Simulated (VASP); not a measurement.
Wanted: the native input for a VASP 6.6.1 run.

```yaml
Task: single point
Functional: PBE
Potentials_or_basis: VASP PAW PBE potentials, release 64 (Be, Zn, Se)
Cutoff: 600 eV
k_mesh: 5 × 5 × 5
Occupations: gaussian, width 0.2 eV
Spin: no spin polarisation
Dipole_correction: no
Further_INCAR_settings: ALGO = Normal; EDIFF = 1e-06; NBANDS = 22
```

The structure of Be4ZnSe lies in POSCAR:

```
Be4ZnSe
1.0
   -3.0857831238      3.0857831238      2.7894931222
    3.0857831238     -3.0857831238      2.7894931222
    3.0857831238      3.0857831238     -2.7894931222
Be Zn Se
4 1 1
Direct
    0.7503198866      0.7503198866      0.5006397731
    0.2496801134      0.2496801134      0.4993602269
    0.7503198866      0.2496801134      0.0000000000
    0.2496801134      0.7503198866      0.0000000000
    0.5000000000      0.5000000000      0.0000000000
    0.0000000000      0.0000000000      0.0000000000
```

The cell was generated, and may not be a known phase.

These files were run (other wordings do the same):

INCAR

```
SYSTEM = Be4ZnSe
  PREC = Accurate
  ENCUT = 600
  EDIFF = 1E-6
  ISMEAR = 0
  SIGMA = 0.2
  LREAL = .False.
  LASPH = .True.
  NELM = 120
  ALGO = Normal
  ISIF = 2
  LWAVE = .False.
  LCHARG = .False.
  GGA = PE
  NBANDS = 22
  GGA_COMPAT = .False.
```

KPOINTS

```
Automatic mesh
0
Gamma
  5 5 5
  0 0 0
```

Potentials or basis: VASP PAW PBE potentials, release 64 (Be, Zn, Se).

Command:

```console
$ cat potpaw_PBE.64/Be/POTCAR potpaw_PBE.64/Zn/POTCAR potpaw_PBE.64/Se/POTCAR > POTCAR
$ mpirun -np 1 vasp_std > vasp.out
```

Results of the run:

```yaml
Pressure: 0.3 GPa
Largest_force: 0.020 eV/Å
Band_gap_on_the_k_mesh: zero (bands 13 and 14 overlap by 1.11 eV)
```

It took 23 s on 1 thread of Intel(R) Xeon(R) 6975P-C (Granite Rapids) (shared host), peak memory 0.28 GiB.
